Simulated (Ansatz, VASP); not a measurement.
## CoRu3 in VASP and in Ansatz

File INCAR:

```
PREC = Accurate
ENCUT = 520
EDIFF = 1E-6
ISMEAR = 0
SIGMA = 0.1
LREAL = False
LASPH = True
NELM = 150
ALGO = Normal
ISIF = 2
LWAVE = False
LCHARG = True
ISPIN = 2
MAGMOM = 3 0 0 0
LORBIT = 11
LMAXMIX = 4
GGA = PE
LELF = True
LVHAR = True
NBANDS = 38
```

The input KPOINTS:

```
regular mesh
0
Gamma
  6 6 2
```

File POSCAR:

```
CoRu3
1.0
    2.5829527500      0.0000000000      0.0000000000
   -1.2914763800      2.2369027000      0.0000000000
    0.0000000000      0.0000000000      8.7531975700
Co Ru
1 3
Direct
    0.3333333300      0.6666666700      0.0000000000
    0.3333333300      0.6666666700      0.5000000000
    0.6666666700      0.3333333300      0.2500000000
    0.6666666700      0.3333333300      0.7500000000
```

Input for Ansatz:

```yaml
crystal:
  lattice:
    - [2.58295275, 0.0, 0.0]
    - [-1.29147638, 2.2369027, 0.0]
    - [0.0, 0.0, 8.75319757]
  atoms:
    - { symbol: Co, position: [0.33333333, 0.66666667, 0.0], spin: 3.0 }
    - { symbol: Ru, position: [0.33333333, 0.66666667, 0.5] }
    - { symbol: Ru, position: [0.66666667, 0.33333333, 0.25] }
    - { symbol: Ru, position: [0.66666667, 0.33333333, 0.75] }
basis:
  ecutwfc: 420
kpoints:
  mp_grid: { grid: [6, 6, 2] }
hamiltonian:
  xc: pbe
scf:
  occupations: { method: gaussian, width: 0.1 }
  lower_state_search: "off"
output:
  forces: true
  stress: true
  eigenvalues: true
  populations: true
magnetization:
  spin_polarized: true
```

Alike in both runs: task single point; functional PBE; k mesh 6 × 6 × 2; occupations gaussian, width 0.1 eV; collinear spin.

|  | VASP | Ansatz |
| --- | --- | --- |
| version | VASP 6.6.1 | Ansatz 0.2.0 |
| potentials or method | VASP PAW PBE potentials, release 64 (Co, Ru_pv), cutoff 520 eV | scalar-relativistic, plane waves, PAW |
| valence electrons in the cell | 51 | 65 |

VASP gave:

* gap on the k mesh at the Fermi level (eV): none
* pressure (GPa): 16.8
* traceless stress, the component that is largest in VASP (GPa): -24.72
* rms of the force components (eV/Å): 0.160
* net moment per atom (μB): 0.46
* size of the moment on the site where the two differ most (μB): 1.61

Q: What did Ansatz give for the same quantities?

A: gap on the k mesh at the Fermi level (eV): none; pressure (GPa): 17.0; traceless stress, the component that is largest in VASP (GPa): -24.65; rms of the force components (eV/Å): 0.156; net moment per atom (μB): 0.46; size of the moment on the site where the two differ most (μB): 1.66.

Site moments also hang on the region over which each program counts them. Atom by atom the forces differ by 0.003 eV/Å (rms over components). A gap of «none» marks a metal or a gap that the smearing closes. VASP's potentials hold 51 valence electrons a cell and Ansatz's 65, so a difference there can come from the potentials and not from the codes.

The k mesh is coarse, so the values compare programs but aren't converged.
